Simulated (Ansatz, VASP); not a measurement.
# Two plane-wave programs on Eu

The input INCAR:

```
SYSTEM = Eu
PREC = Accurate
ENCUT = 520
EDIFF = 1E-6
ISMEAR = 1
SIGMA = 0.3
LREAL = .FALSE.
LASPH = .TRUE.
NELM = 150
ALGO = Normal
ISIF = 2
LWAVE = .FALSE.
LCHARG = .TRUE.
ISPIN = 2
MAGMOM = 7.02
LORBIT = 11
LMAXMIX = 6
GGA = PE
LELF = .TRUE.
LVHAR = .TRUE.
NBANDS = 18
```

Contents of KPOINTS:

```
Automatic mesh
0
G
  10 10 10
  0 0 0
```

POSCAR

```
Eu
1.0
   -2.1939508085      2.1939508085      2.1939508085
    2.1939508085     -2.1939508085      2.1939508085
    2.1939508085      2.1939508085     -2.1939508085
Eu
1
Direct
    0.0000000000      0.0000000000      0.0000000000
```

Input for Ansatz:

```yaml
crystal:
  lattice:
    - [-2.1939508085, 2.1939508085, 2.1939508085]
    - [2.1939508085, -2.1939508085, 2.1939508085]
    - [2.1939508085, 2.1939508085, -2.1939508085]
  atoms:
    - { symbol: Eu, position: [0.0, 0.0, 0.0], spin: 7.02 }
hamiltonian:
  xc: pbe
  pseudopotentials:
    kind: paw
    azcp:
      Eu: "pseudopotentials/Eu.paw.azcp"
basis:
  ecutwfc: 420
  fft_grid_basis: typed
kpoints:
  mp_grid: { grid: [10, 10, 10], shift: [0, 0, 0] }
magnetization:
  spin_polarized: true
scf:
  occupations: { method: methfessel_paxton, width: 0.3 }
  lower_state_search: "off"
output:
  stress: true
```

Alike in both runs: task single point; functional PBE; k mesh 10 × 10 × 10; occupations methfessel-paxton of order 1, width 0.3 eV; collinear spin.

```csv
,VASP,Ansatz
version,VASP 6.6.1,Ansatz 0.2.0
potentials or method,"VASP PAW PBE potentials, release 64 (Eu), cutoff 520 eV","plane waves (420 eV) with PAW, scalar-relativistic"
valence electrons in the cell,17,17
```

```csv
,VASP,Ansatz,Ansatz less VASP
pressure (GPa),-0.4,-0.1,+0.29
net moment per atom (μB),7.39,7.43,+0.034
size of the moment on the site where the two differ most (μB),6.70,7.10,+0.400
```

Site moments also hang on the region over which each program counts them. Ansatz's warnings: stability check not made.

Neither program's run includes spin-orbit coupling.
